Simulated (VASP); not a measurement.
# AlAs (scanat) (F-43m) in VASP: single point with r2SCAN

Aim: the single point of AlAs (scanat) with r2SCAN.

Program: VASP 6.6.1. These are calculated values, not measurements. Logs are shortened: lines on timing, memory, paths and dates and some standing lists are left out, and cuts for length are marked.

### Step 1. The cell of the first run

The structure is cubic, space group F-43m (No. 216). The conventional cell has a = 5.674 Å, b = 5.674 Å, c = 5.674 Å, α = 90.00°, β = 90.00°, γ = 90.00°. Al (site symmetry -43m) has 4 As at 2.46 Å within 3.2 Å. Within 3.2 Å of As (site symmetry -43m) lie 4 Al at 2.46 Å.

### Step 2. Single point, r2SCAN

File POSCAR:

```
AlAs
1.0
    0.0000000000      2.8371986854      2.8371986854
    2.8371986854      0.0000000000      2.8371986854
    2.8371986854      2.8371986854      0.0000000000
Al As
1 1
Direct
    0.0000000000      0.0000000000      0.0000000000
    0.2500000000      0.2500000000      0.2500000000
```

File INCAR.step1:

```
SYSTEM = AlAs
PREC     = Accurate       ! precision mode
ENCUT    = 550            ! plane-wave cutoff, eV
ISMEAR   = 0              ! smearing method
SIGMA    = 0.02           ! smearing width, eV
LREAL    = .False.        ! projectors in reciprocal space
LASPH    = .True.         ! aspherical terms in the spheres
NELM     = 120            ! most SCF steps
NBANDS   = 11             ! bands
GGA      = PE             ! functional
ALGO     = Normal         ! electronic algorithm
EDIFF    = 1E-5           ! SCF threshold, eV
LWAVE    = .True.         ! write WAVECAR
LCHARG   = .False.        ! write CHGCAR
GGA_COMPAT= .False.
```

File INCAR.step2:

```
SYSTEM = AlAs
PREC     = Accurate       ! precision mode
ENCUT    = 550            ! plane-wave cutoff, eV
EDIFF    = 1E-6           ! SCF threshold, eV
ISMEAR   = 0              ! smearing method
SIGMA    = 0.02           ! smearing width, eV
LREAL    = .False.        ! projectors in reciprocal space
LASPH    = .True.         ! aspherical terms in the spheres
NELM     = 120            ! most SCF steps
ALGO     = Normal         ! electronic algorithm
ISIF     = 2              ! what is computed and relaxed
LWAVE    = .False.        ! write WAVECAR
LCHARG   = .False.        ! write CHGCAR
METAGGA  = R2SCAN         ! meta-GGA
LMIXTAU  = .True.       
NBANDS   = 11             ! bands
ISTART   = 1            
GGA_COMPAT= .False.
```

File KPOINTS:

```
regular mesh
0
Gamma
  8 8 8
  0 0 0
```

Potentials or basis: VASP PAW PBE potentials, release 64 (Al, As).

On the command line:

```bash
$ cat potpaw_PBE.64/Al/POTCAR potpaw_PBE.64/As/POTCAR > POTCAR
$ cp INCAR.step1 INCAR
$ mpirun -np 1 vasp_std > vasp.out
$ cp INCAR.step2 INCAR
$ mpirun -np 1 vasp_std > vasp.out
```

OUTCAR:

```text
SYSTEM = AlAs
   PREC = Accurate
   ENCUT = 550
   EDIFF = 1E-6
   ISMEAR = 0
   LREAL = .False.
   LASPH = .True.
   NELM = 120
   ISIF = 2
   METAGGA = R2SCAN
   ISTART = 1

 ion  position               nearest neighbor table
   1  0.000  0.000  0.000-   2 2.46   2 2.46   2 2.46   2 2.46
   2  0.250  0.250  0.250-   1 2.46   1 2.46   1 2.46   1 2.46

  LATTYP: Found a face centered cubic cell.
 ALAT       =     5.6743973708

  Lattice vectors:

 A1 = (   0.0000000000,   2.8371986854,   2.8371986854)
 A2 = (   2.8371986854,   0.0000000000,   2.8371986854)
 A3 = (   2.8371986854,   2.8371986854,   0.0000000000)

Analysis of symmetry for initial positions (statically):
=====================================================================
 Subroutine PRICEL returns:
 Original cell was already a primitive cell.

 Routine SETGRP: Setting up the symmetry group for a
 face centered cubic supercell.

 Subroutine GETGRP returns: Found 24 space group operations
 (whereof 24 operations were pure point group operations)
 out of a pool of 48 trial point group operations.

The static configuration has the point symmetry T_d .

Analysis of symmetry for dynamics (positions and initial velocities):
=====================================================================
 Subroutine PRICEL returns:
 Original cell was already a primitive cell.

 Routine SETGRP: Setting up the symmetry group for a
 face centered cubic supercell.

 Subroutine GETGRP returns: Found 24 space group operations
 (whereof 24 operations were pure point group operations)
 out of a pool of 48 trial point group operations.

The dynamic configuration has the point symmetry T_d .

 Subroutine INISYM returns: Found 24 space group operations
 (whereof 24 operations are pure point group operations),
 and found     1 'primitive' translations

----------------------------------------------------------------------------------------

                                     Primitive cell

  volume of cell :      45.6772

  direct lattice vectors                    reciprocal lattice vectors
     0.000000000  2.837198685  2.837198685    -0.176230168  0.176230168  0.176230168
     2.837198685  0.000000000  2.837198685     0.176230168 -0.176230168  0.176230168
     2.837198685  2.837198685  0.000000000     0.176230168  0.176230168 -0.176230168

  length of vectors
     4.012404860  4.012404860  4.012404860     0.305239604  0.305239604  0.305239604

  position of ions in fractional coordinates (direct lattice)
     0.000000000  0.000000000  0.000000000
     0.250000000  0.250000000  0.250000000

  ion indices of the primitive-cell ions
   primitive index   ion index
                 1           1
                 2           2

----------------------------------------------------------------------------------------

 KPOINTS: regular mesh

Automatic generation of k-mesh.
 Grid dimensions read from file:
 generate k-points for:    8    8    8

 Generating k-lattice:

  Cartesian coordinates                     Fractional coordinates (reciprocal lattice)
    -0.022028771  0.022028771  0.022028771     0.125000000  0.000000000  0.000000000
     0.022028771 -0.022028771  0.022028771     0.000000000  0.125000000  0.000000000
     0.022028771  0.022028771 -0.022028771     0.000000000  0.000000000  0.125000000

  Length of vectors
     0.038154951  0.038154951  0.038154951

  Shift w.r.t. Gamma in fractional coordinates (k-lattice)
     0.000000000  0.000000000  0.000000000

 Subroutine IBZKPT returns following result:
 ===========================================

 Found     29 irreducible k-points:

 Following reciprocal coordinates:
            Coordinates               Weight
  0.000000  0.000000  0.000000      1.000000
  0.125000  0.000000  0.000000      8.000000
  0.250000  0.000000  0.000000      8.000000
  0.375000  0.000000  0.000000      8.000000
  0.500000  0.000000  0.000000      4.000000
  0.125000  0.125000  0.000000      6.000000
[... 16 lines left out ...]
  0.500000  0.250000  0.125000     48.000000
 -0.375000  0.250000  0.125000     24.000000
 [... further k-points ...]
   k-points           NKPTS =     29   k-points in BZ     NKDIM =     29   number of bands    NBANDS=     11
   number of dos      NEDOS =    301   number of ions     NIONS =      2
   total plane-waves  NPLWV =  32768
   dimension x,y,z NGX =    32 NGY =   32 NGZ =   32
   dimension x,y,z NGXF=    64 NGYF=   64 NGZF=   64
   ions per type =               1   1
   NGX,Y,Z   is equivalent  to a cutoff of  13.26, 13.26, 13.26 a.u.
   NGXF,Y,Z  is equivalent  to a cutoff of  26.52, 26.52, 26.52 a.u.
 SYSTEM =  AlAs
   PREC   = accura    normal or accurate (medium, high low for compatibility)
   ISTART =      1    job   : 0-new  1-cont  2-samecut
   ICHARG =      0    charge: 1-file 2-atom 10-const
   ISPIN  =      1    spin polarized calculation?
   LNONCOLLINEAR =      F non collinear calculations
   LSORBIT =      F    spin-orbit coupling
   LASPH  =      T    aspherical Exc in radial PAW
   ENCUT  =  550.0 eV  40.42 Ry    6.36 a.u.   7.67  7.67  7.67*2*pi/ulx,y,z
   NELM   =    120;   NELMIN=  2; NELMDL=  0     # of ELM steps
   EDIFF  = 0.1E-05   stopping-criterion for ELM
   LREAL  =      F    real-space projection
   EDIFFG = 0.1E-04   stopping-criterion for IOM
   NSW    =      0    number of steps for IOM
   IBRION =     -1    ionic relax: 0-MD 1-quasi-New 2-CG
   NFREE  =      0    steps in history (QN), initial steepest desc. (CG)
   ISIF   =      2    stress and relaxation
   ISYM   =      2    0-nonsym 1-usesym 2-fastsym
   POTIM  = 0.5000    time-step for ionic-motion
   TEBEG  =    0.0;   TEEND  =   0.0 temperature during run
   PSTRESS=    0.0 pullay stress
   NELECT =       8.0000    total number of electrons
   NUPDOWN=      -1.0000    fix difference up-down
   EMIN   =  10.00;   EMAX   =-10.00  energy-range for DOS
   EFERMI =   0.00;   METHOD = LEGACY
   ISMEAR =     0;   SIGMA  =   0.02  broadening in eV -4-tet -1-fermi 0-gaus
   EFERMI_NEDOS =   21; number of points for ismear=-14 and -15
   IALGO  =     38    algorithm
   IMIX   =      4    mixing-type and parameters
     AMIX     =   0.40;   BMIX     =  1.00
     AMIX_MAG =   1.60;   BMIX_MAG =  1.00
  volume/ion in A,a.u.               =      22.84       154.12
  Fermi-wavevector in a.u.,A,eV,Ry     =   0.915950  1.730894 11.414803  0.838964
  Thomas-Fermi vector in A             =   2.040750
   LORBIT       =      0    0 simple, 1 ext, 2 COOP (PROOUT), +10 PAW based schemes
   METAGGA = R2SCAN    functional components
   LHFCALC =     F    Hartree Fock is set to
   AEXX    =    0.0000 exact exchange contribution
   IVDW    =     0    specifies the selected vdW correction
   LEPSILON=     F    determine dielectric tensor
   LRPA    =     F    only Hartree local field effects (RPA)
 non-spin polarized calculation
 Gauss-broadening in eV      SIGMA  =   0.02
  energy-cutoff  :      550.00
  volume of cell :       45.68
 maximum number of plane-waves:      1363
   NGX = 15   NGY = 15   NGZ = 15

 number of electron       8.0000001 magnetization

 Free energy of the ion-electron system (eV)
  ---------------------------------------------------
  ext. energy  EPLUGINS =         0.00000000
  ---------------------------------------------------
  free energy    TOTEN  =       -22.69542618 eV

  energy without entropy =      -22.69542618  energy(sigma->0) =      -22.69542618

 E-fermi :   3.7303     XC(G=0):  -9.4205

 val. band max:        3.6042708789   @ k =   0.0000   0.0000   0.0000
 cond. band min:       5.4070562082   @ k =   0.5000   0.5000   0.0000
 fundamental gap:      1.8027853293
 Fermi energy:         3.7302967597

 k-point     1 :       0.0000    0.0000    0.0000
  band No.  band energies     occupation
      1      -8.6740      2.00000
      2       3.6043      2.00000
      3       3.6043      2.00000
      4       3.6043      2.00000
      5       6.2500      0.00000
      6       8.3016      0.00000
      7       8.3016      0.00000
      8       8.3016      0.00000
      9      13.1112      0.00000
     10      13.1112      0.00000
     11      13.3062      0.00000

 k-point     2 :       0.1250    0.0000    0.0000
  band No.  band energies     occupation
      1      -8.5152      2.00000
      2       2.2179      2.00000
      3       3.4414      2.00000
      4       3.4414      2.00000
      5       6.9260      0.00000
      6       8.5934      0.00000
      7       8.5934      0.00000
      8       8.7595      0.00000
      9      12.5269      0.00000
     10      12.5269      0.00000
     11      14.0202      0.00000

 k-point     3 :       0.2500    0.0000    0.0000
  band No.  band energies     occupation
      1      -8.0751      2.00000
      2       0.2045      2.00000
      3       3.1164      2.00000
      4       3.1164      2.00000
      5       6.7110      0.00000
      6       8.9469      0.00000
      7       8.9469      0.00000
      8      10.6286      0.00000
      9      12.4454      0.00000
     10      12.4454      0.00000
     11      13.7536      0.00000

 k-point     4 :       0.3750    0.0000    0.0000
  band No.  band energies     occupation
      1      -7.5072      2.00000
      2      -1.4010      2.00000
      3       2.8543      2.00000
      4       2.8543      2.00000
      5       6.3576      0.00000
      6       8.8249      0.00000
      7       8.8249      0.00000
      8      11.9425      0.00000
      9      13.8205      0.00000
     10      13.8205      0.00000
     11      14.1178      0.00000

 k-point     5 :       0.5000    0.0000    0.0000
  band No.  band energies     occupation
      1      -7.2048      2.00000
      2      -2.0597      2.00000
      3       2.7585      2.00000
      4       2.7585      2.00000
      5       6.2252      0.00000
      6       8.7029      0.00000
      7       8.7029      0.00000
      8      11.9886      0.00000
      9      15.6139      0.00000
     10      15.9326      0.00000
     11      15.9326      0.00000
[... 211 lines left out ...]
 k-point    21 :       0.5000    0.5000    0.0000
  band No.  band energies     occupation
      1      -6.6336      2.00000
      2      -1.9111      2.00000
      3       1.3785      2.00000
      4       1.3785      2.00000
      5       5.4071      0.00000
      6       6.2883      0.00000
      7      14.7302      0.00000
      8      14.7302      0.00000
      9      16.2288      0.00000
     10      16.8127      0.00000
     11      16.8127      0.00000

 k-point    22 :       0.3750    0.2500    0.1250
  band No.  band energies     occupation
      1      -7.7068      2.00000
      2      -0.1791      2.00000
      3       1.6312      2.00000
      4       2.6172      2.00000
      5       7.6111      0.00000
      6       8.3801      0.00000
      7       9.3645      0.00000
      8      10.6472      0.00000
      9      12.3609      0.00000
     10      14.7404      0.00000
     11      16.4617      0.00000

 k-point    23 :       0.5000    0.2500    0.1250
  band No.  band energies     occupation
      1      -7.1957      2.00000
      2      -1.2354      2.00000
      3       1.0407      2.00000
      4       2.2272      2.00000
      5       7.7103      0.00000
      6       8.5315      0.00000
      7       9.8890      0.00000
      8      10.9966      0.00000
      9      13.5865      0.00000
     10      14.8985      0.00000
     11      16.5693      0.00000

 k-point    24 :      -0.3750    0.2500    0.1250
  band No.  band energies     occupation
      1      -6.9324      2.00000
      2      -1.7353      2.00000
      3       0.8904      2.00000
      4       2.0385      2.00000
      5       7.7022      0.00000
      6       8.3000      0.00000
      7      10.8047      0.00000
      8      11.7936      0.00000
      9      12.6065      0.00000
     10      15.3495      0.00000
     11      16.7190      0.00000

 [... further k-points ...]
[... 5 lines left out ...]
  --------------------------------------------------------------------------------------
  -------------------------------------------------------------------------------------
  Total        0.0286308      0.0286308      0.0286308     -0.0000000     -0.0000000     -0.0000000
  in kB        1.0042570      1.0042570      1.0042570     -0.0000000     -0.0000000     -0.0000000
  external PRESSURE =       1.0042570 kB  Pullay stress =       0.0000000 kB

 VOLUME and BASIS-vectors are now :
 -----------------------------------------------------------------------------
  energy-cutoff  :      550.00
  volume of cell :       45.68
      direct lattice vectors                 reciprocal lattice vectors
     0.000000000  2.837198685  2.837198685    -0.176230168  0.176230168  0.176230168
     2.837198685  0.000000000  2.837198685     0.176230168 -0.176230168  0.176230168
     2.837198685  2.837198685  0.000000000     0.176230168  0.176230168 -0.176230168

 POSITION                                       TOTAL-FORCE (eV/Angst)
 -----------------------------------------------------------------------------------
      0.00000      0.00000      0.00000         0.000000      0.000000      0.000000
      1.41860      1.41860      1.41860        -0.000000     -0.000000     -0.000000
 -----------------------------------------------------------------------------------
    total drift:                                0.000000      0.000000      0.000000

  FREE ENERGIE OF THE ION-ELECTRON SYSTEM (eV)
  ---------------------------------------------------
  free  energy   TOTEN  =       -22.6954261812 eV

  energy  without entropy=      -22.6954261812  energy(sigma->0) =      -22.69542618
```

Wall time 33 s (1 thread of AMD EPYC 9R45 (Zen 5), shared host); peak memory 0.16 GiB.

What came out:

```
Free energy            : -22.6954 eV
Pressure               : 0.1 GPa
Band gap on the k mesh : 1.80 eV, indirect (least direct gap 2.65 eV)
```

Caveat: the PAW data sets were made with another functional, which shifts forces and pressure a little. A k mesh can miss the band edges.
